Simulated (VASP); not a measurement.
# ZrH3 (Pm-3m) in VASP: further runs

ZrH3 is run at these levels: PBEsol; tasks: relaxation of cell and atoms.

Everything below comes from runs of VASP 6.6.1. Logs are shortened: lines on timing, memory, paths and dates and some standing lists are left out, and cuts for length are marked.

## 1. The cell of the first run

Symmetry: Pm-3m, No. 221, cubic system. Conventional cell: a = 3.089 Å, b = 3.089 Å, c = 3.089 Å, α = 90.00°, β = 90.00°, γ = 90.00°. Within 2.9 Å of Zr (site symmetry m-3m) lie 12 H at 2.18 Å. Within 2.9 Å of H (site symmetry 4/mmm) lie 4 Zr at 2.18 Å and 8 H at 2.18 Å.

## 2. Relaxation of cell and atoms, PBEsol

INCAR

```
SYSTEM = ZrH3
PREC     = Accurate       ! precision mode
ENCUT    = 600            ! plane-wave cutoff, eV
EDIFF    = 1E-7           ! SCF threshold, eV
ISMEAR   = -1             ! smearing method
SIGMA    = 0.1            ! smearing width, eV
LREAL    = .FALSE.        ! projectors in reciprocal space
LASPH    = .TRUE.         ! aspherical terms in the spheres
NELM     = 100            ! most SCF steps
ALGO     = Normal         ! electronic algorithm
ISIF     = 3              ! what is computed and relaxed
LWAVE    = .FALSE.        ! write WAVECAR
LCHARG   = .FALSE.        ! write CHGCAR
GGA      = PS             ! functional
IBRION   = 2              ! ionic algorithm
NSW      = 80             ! ionic steps
EDIFFG   = -0.02          ! ionic threshold
```

KPOINTS

```
Automatic mesh
0
G
  15 15 15
  0 0 0
```

POSCAR

```
ZrH3
1.0
    3.0891339152      0.0000000000      0.0000000000
    0.0000000000      3.0891339152      0.0000000000
    0.0000000000      0.0000000000      3.0891339152
Zr H
1 3
Direct
    0.0000000000      0.0000000000      0.0000000000
    0.0000000000      0.5000000000      0.5000000000
    0.5000000000      0.0000000000      0.5000000000
    0.5000000000      0.5000000000      0.0000000000
```

Potentials or basis: VASP PAW PBE potentials, release 64 (Zr_sv, H).

On the command line:

```bash
> cat potpaw_PBE.64/Zr_sv/POTCAR potpaw_PBE.64/H/POTCAR > POTCAR
> mpirun -np 1 vasp_std > vasp.out
```

OUTCAR:

```text
SYSTEM = ZrH3
   PREC = Accurate
   ENCUT = 600
   EDIFF = 1E-7
   ISMEAR = -1
   LREAL = .FALSE.
   LASPH = .TRUE.
   NELM = 100
   ISIF = 3
   GGA = PS
   IBRION = 2
   NSW = 80
   EDIFFG = -0.02

 ion  position               nearest neighbor table
   1  0.000  0.000  0.000-   2 2.18   3 2.18   4 2.18   2 2.18   3 2.18   2 2.18   4 2.18   2 2.18
                             3 2.18   4 2.18   3 2.18   4 2.18
   2  0.000  0.500  0.500-   1 2.18   1 2.18   1 2.18   1 2.18
   3  0.500  0.000  0.500-   1 2.18   1 2.18   1 2.18   1 2.18
   4  0.500  0.500  0.000-   1 2.18   1 2.18   1 2.18   1 2.18

  LATTYP: Found a simple cubic cell.
 ALAT       =     3.0891339152

  Lattice vectors:

 A1 = (   3.0891339152,   0.0000000000,   0.0000000000)
 A2 = (   0.0000000000,   3.0891339152,   0.0000000000)
 A3 = (   0.0000000000,   0.0000000000,   3.0891339152)

Analysis of symmetry for initial positions (statically):
=====================================================================
 Subroutine PRICEL returns:
 Original cell was already a primitive cell.

 Routine SETGRP: Setting up the symmetry group for a
 simple cubic supercell.

 Subroutine GETGRP returns: Found 48 space group operations
 (whereof 48 operations were pure point group operations)
 out of a pool of 48 trial point group operations.

The static configuration has the point symmetry O_h .

Analysis of symmetry for dynamics (positions and initial velocities):
=====================================================================
 Subroutine PRICEL returns:
 Original cell was already a primitive cell.

 Routine SETGRP: Setting up the symmetry group for a
 simple cubic supercell.

 Subroutine GETGRP returns: Found 48 space group operations
 (whereof 48 operations were pure point group operations)
 out of a pool of 48 trial point group operations.

The dynamic configuration has the point symmetry O_h .

 Subroutine INISYM returns: Found 48 space group operations
 (whereof 48 operations are pure point group operations),
 and found     1 'primitive' translations

----------------------------------------------------------------------------------------

                                     Primitive cell

  volume of cell :      29.4788

  direct lattice vectors                    reciprocal lattice vectors
     3.089133915  0.000000000  0.000000000     0.323715328  0.000000000  0.000000000
     0.000000000  3.089133915  0.000000000     0.000000000  0.323715328  0.000000000
     0.000000000  0.000000000  3.089133915     0.000000000  0.000000000  0.323715328

  length of vectors
     3.089133915  3.089133915  3.089133915     0.323715328  0.323715328  0.323715328

  position of ions in fractional coordinates (direct lattice)
     0.000000000  0.000000000  0.000000000
     0.000000000  0.500000000  0.500000000
     0.500000000  0.000000000  0.500000000
     0.500000000  0.500000000  0.000000000

  ion indices of the primitive-cell ions
   primitive index   ion index
                 1           1
                 2           2
                 3           3
                 4           4

----------------------------------------------------------------------------------------

 KPOINTS: Automatic mesh

Automatic generation of k-mesh.
 Grid dimensions read from file:
 generate k-points for:   15   15   15

 Generating k-lattice:

  Cartesian coordinates                     Fractional coordinates (reciprocal lattice)
     0.021581022  0.000000000  0.000000000     0.066666667  0.000000000  0.000000000
     0.000000000  0.021581022  0.000000000     0.000000000  0.066666667  0.000000000
     0.000000000  0.000000000  0.021581022     0.000000000  0.000000000  0.066666667

  Length of vectors
     0.021581022  0.021581022  0.021581022

  Shift w.r.t. Gamma in fractional coordinates (k-lattice)
     0.000000000  0.000000000  0.000000000

 Subroutine IBZKPT returns following result:
 ===========================================

 Found    120 irreducible k-points:

 Following reciprocal coordinates:
            Coordinates               Weight
  0.000000  0.000000  0.000000      1.000000
  0.066667  0.000000  0.000000      6.000000
  0.133333  0.000000  0.000000      6.000000
  0.200000  0.000000  0.000000      6.000000
  0.266667  0.000000  0.000000      6.000000
  0.333333  0.000000  0.000000      6.000000
[... 16 lines left out ...]
  0.266667  0.200000  0.000000     24.000000
  0.333333  0.200000  0.000000     24.000000
 [... further k-points ...]
   k-points           NKPTS =    120   k-points in BZ     NKDIM =    120   number of bands    NBANDS=     11
   number of dos      NEDOS =    301   number of ions     NIONS =      4
   total plane-waves  NPLWV =  21952
   dimension x,y,z NGX =    28 NGY =   28 NGZ =   28
   dimension x,y,z NGXF=    56 NGYF=   56 NGZF=   56
   ions per type =               1   3
   NGX,Y,Z   is equivalent  to a cutoff of  15.07, 15.07, 15.07 a.u.
   NGXF,Y,Z  is equivalent  to a cutoff of  30.14, 30.14, 30.14 a.u.
 SYSTEM =  ZrH3
   PREC   = accura    normal or accurate (medium, high low for compatibility)
   ISTART =      0    job   : 0-new  1-cont  2-samecut
   ICHARG =      2    charge: 1-file 2-atom 10-const
   ISPIN  =      1    spin polarized calculation?
   LNONCOLLINEAR =      F non collinear calculations
   LSORBIT =      F    spin-orbit coupling
   LASPH  =      T    aspherical Exc in radial PAW
   ENCUT  =  600.0 eV  44.10 Ry    6.64 a.u.   6.17  6.17  6.17*2*pi/ulx,y,z
   NELM   =    100;   NELMIN=  2; NELMDL= -5     # of ELM steps
   EDIFF  = 0.1E-06   stopping-criterion for ELM
   LREAL  =      F    real-space projection
   EDIFFG = -.2E-01   stopping-criterion for IOM
   NSW    =     80    number of steps for IOM
   IBRION =      2    ionic relax: 0-MD 1-quasi-New 2-CG
   NFREE  =      1    steps in history (QN), initial steepest desc. (CG)
   ISIF   =      3    stress and relaxation
   ISYM   =      2    0-nonsym 1-usesym 2-fastsym
   POTIM  = 0.5000    time-step for ionic-motion
   TEBEG  =    0.0;   TEEND  =   0.0 temperature during run
   PSTRESS=    0.0 pullay stress
   NELECT =      15.0000    total number of electrons
   NUPDOWN=      -1.0000    fix difference up-down
   EMIN   =  10.00;   EMAX   =-10.00  energy-range for DOS
   EFERMI =   0.00;   METHOD = LEGACY
   ISMEAR =    -1;   SIGMA  =   0.10  broadening in eV -4-tet -1-fermi 0-gaus
   EFERMI_NEDOS =   21; number of points for ismear=-14 and -15
   IALGO  =     38    algorithm
   IMIX   =      4    mixing-type and parameters
     AMIX     =   0.40;   BMIX     =  1.00
     AMIX_MAG =   1.60;   BMIX_MAG =  1.00
  volume/ion in A,a.u.               =       7.37        49.73
  Fermi-wavevector in a.u.,A,eV,Ry     =   1.306979  2.469832 23.241382  1.708193
  Thomas-Fermi vector in A             =   2.437744
   LORBIT       =      0    0 simple, 1 ext, 2 COOP (PROOUT), +10 PAW based schemes
   GGA     = PS    functional components
   LHFCALC =     F    Hartree Fock is set to
   AEXX    =    0.0000 exact exchange contribution
   IVDW    =     0    specifies the selected vdW correction
   LEPSILON=     F    determine dielectric tensor
   LRPA    =     F    only Hartree local field effects (RPA)
 conjugate gradient relaxation of ions
 non-spin polarized calculation
  energy-cutoff  :      600.00
  volume of cell :       29.48
 maximum number of plane-waves:      1021
 NGX is ok and might be reduce to    28
   NGX = 13   NGY = 13   NGZ = 13

 number of electron      15.0000002 magnetization

 Free energy of the ion-electron system (eV)
  ---------------------------------------------------
  ext. energy  EPLUGINS =         0.00000000
  ---------------------------------------------------
  free energy    TOTEN  =       -20.39980127 eV

  energy without entropy =      -20.36836905  energy(sigma->0) =      -20.38408516

 E-fermi :   8.1160     XC(G=0): -11.4696

 val. band max:        8.1082101440   @ k =   0.2667   0.2667   0.0000
 cond. band min:       8.1247346372   @ k =   0.4000   0.4000   0.2000
 fundamental gap:      0.0165244932
 Fermi energy:         8.1159747549

 k-point     1 :       0.0000    0.0000    0.0000
  band No.  band energies     occupation
      1     -41.0024      2.00000
      2     -18.7279      2.00000
      3     -18.7279      2.00000
      4     -18.7279      2.00000
      5      -2.2758      2.00000
      6       3.8115      2.00000
      7       3.8115      2.00000
      8      11.9812      0.00000
      9      11.9812      0.00000
     10      11.9812      0.00000
     11      14.2465      0.00000

 k-point     2 :       0.0667    0.0000    0.0000
  band No.  band energies     occupation
      1     -40.9989      2.00000
      2     -18.7671      2.00000
      3     -18.7246      2.00000
      4     -18.7246      2.00000
      5      -2.1851      2.00000
      6       3.8332      2.00000
      7       3.8727      2.00000
      8      11.7550      0.00000
      9      11.7550      0.00000
     10      11.9931      0.00000
     11      13.9607      0.00000

 k-point     3 :       0.1333    0.0000    0.0000
  band No.  band energies     occupation
      1     -40.9892      2.00000
      2     -18.8768      2.00000
      3     -18.7155      2.00000
      4     -18.7155      2.00000
      5      -1.9213      2.00000
      6       3.8692      2.00000
      7       4.0558      2.00000
      8      11.2198      0.00000
      9      11.2198      0.00000
     10      12.0268      0.00000
     11      13.2116      0.00000

 k-point     4 :       0.2000    0.0000    0.0000
  band No.  band energies     occupation
      1     -40.9747      2.00000
      2     -19.0348      2.00000
      3     -18.7021      2.00000
      4     -18.7021      2.00000
      5      -1.5053      2.00000
      6       3.8388      2.00000
      7       4.3583      2.00000
      8      10.5948      0.00000
      9      10.5948      0.00000
     10      12.0772      0.00000
     11      12.2101      0.00000

 k-point     5 :       0.2667    0.0000    0.0000
  band No.  band energies     occupation
      1     -40.9580      2.00000
      2     -19.2111      2.00000
      3     -18.6866      2.00000
      4     -18.6866      2.00000
      5      -0.9645      2.00000
      6       3.6436      2.00000
      7       4.7754      2.00000
      8      10.0110      0.00000
      9      10.0110      0.00000
     10      11.1190      0.00000
     11      12.1361      0.00000
[... 211 lines left out ...]
 k-point    21 :       0.4667    0.1333    0.0000
  band No.  band energies     occupation
      1     -40.9099      2.00000
      2     -19.5432      2.00000
      3     -18.7886      2.00000
      4     -18.6422      2.00000
      5       1.3216      2.00000
      6       2.0594      2.00000
      7       6.3467      2.00000
      8       7.0304      1.99996
      9       9.1305      0.00008
     10      11.1231      0.00000
     11      11.6745      0.00000

 k-point    22 :       0.2000    0.2000    0.0000
  band No.  band energies     occupation
      1     -40.9474      2.00000
      2     -19.0197      2.00000
      3     -18.9786      2.00000
      4     -18.6769      2.00000
      5      -0.8133      2.00000
      6       4.2757      2.00000
      7       4.3112      2.00000
      8       8.8073      0.00199
      9      10.5425      0.00000
     10      11.0380      0.00000
     11      12.5556      0.00000

 k-point    23 :       0.2667    0.2000    0.0000
  band No.  band energies     occupation
      1     -40.9310      2.00000
      2     -19.1725      2.00000
      3     -18.9754      2.00000
      4     -18.6618      2.00000
      5      -0.3358      2.00000
      6       4.0145      2.00000
      7       4.6138      2.00000
      8       8.3601      0.16009
      9      10.1470      0.00000
     10      10.9724      0.00000
     11      12.3560      0.00000

 k-point    24 :       0.3333    0.2000    0.0000
  band No.  band energies     occupation
      1     -40.9152      2.00000
      2     -19.3303      2.00000
      3     -18.9562      2.00000
      4     -18.6472      2.00000
      5       0.2189      2.00000
      6       3.5330      2.00000
      7       5.0024      2.00000
      8       7.9640      1.64091
      9       9.7194      0.00000
     10      11.0338      0.00000
     11      12.2772      0.00000

 [... further k-points ...]
[... 5 lines left out ...]
  --------------------------------------------------------------------------------------
  -------------------------------------------------------------------------------------
  Total        0.0275516      0.0275516      0.0275516      0.0000000      0.0000000      0.0000000
  in kB        1.4974307      1.4974307      1.4974307      0.0000000      0.0000000      0.0000000
  external PRESSURE =       1.4974307 kB  Pullay stress =       0.0000000 kB

 VOLUME and BASIS-vectors are now :
 -----------------------------------------------------------------------------
  energy-cutoff  :      600.00
  volume of cell :       29.48
      direct lattice vectors                 reciprocal lattice vectors
     3.089133915  0.000000000  0.000000000     0.323715328  0.000000000  0.000000000
     0.000000000  3.089133915  0.000000000     0.000000000  0.323715328  0.000000000
     0.000000000  0.000000000  3.089133915     0.000000000  0.000000000  0.323715328

 POSITION                                       TOTAL-FORCE (eV/Angst)
 -----------------------------------------------------------------------------------
      0.00000      0.00000      0.00000         0.000000      0.000000      0.000000
      0.00000      1.54457      1.54457         0.000000      0.000000      0.000000
      1.54457      0.00000      1.54457         0.000000      0.000000      0.000000
      1.54457      1.54457      0.00000         0.000000      0.000000      0.000000
 -----------------------------------------------------------------------------------
    total drift:                               -0.000000     -0.000000     -0.000000

  FREE ENERGIE OF THE ION-ELECTRON SYSTEM (eV)
  ---------------------------------------------------
  free  energy   TOTEN  =       -20.3998012719 eV

  energy  without entropy=      -20.3683690547  energy(sigma->0) =      -20.38408516

 reached required accuracy - stopping structural energy minimisation
```

Run time: 22 s. Hardware: 1 thread of Intel Xeon 6975P-C (Granite Rapids), shared host; peak memory 0.19 GiB.

What came out:

```yaml
Free_energy: -20.3998 eV
Pressure_after_relaxing: 0.1 GPa
```

Final structure:
```xyz
4
Lattice="3.0891 0.0000 0.0000 0.0000 3.0891 0.0000 0.0000 0.0000 3.0891" Properties=species:S:1:pos:R:3 pbc="T T T"
Zr    0.0000    0.0000    0.0000
H     0.0000    1.5446    1.5446
H     1.5446    0.0000    1.5446
H     1.5446    1.5446    0.0000
```

Caveat: the relaxation stopped at its first step, so nothing moved; the PAW data sets were made with another functional, which shifts forces and pressure a little.

(Part 1 of 2 ends here.)
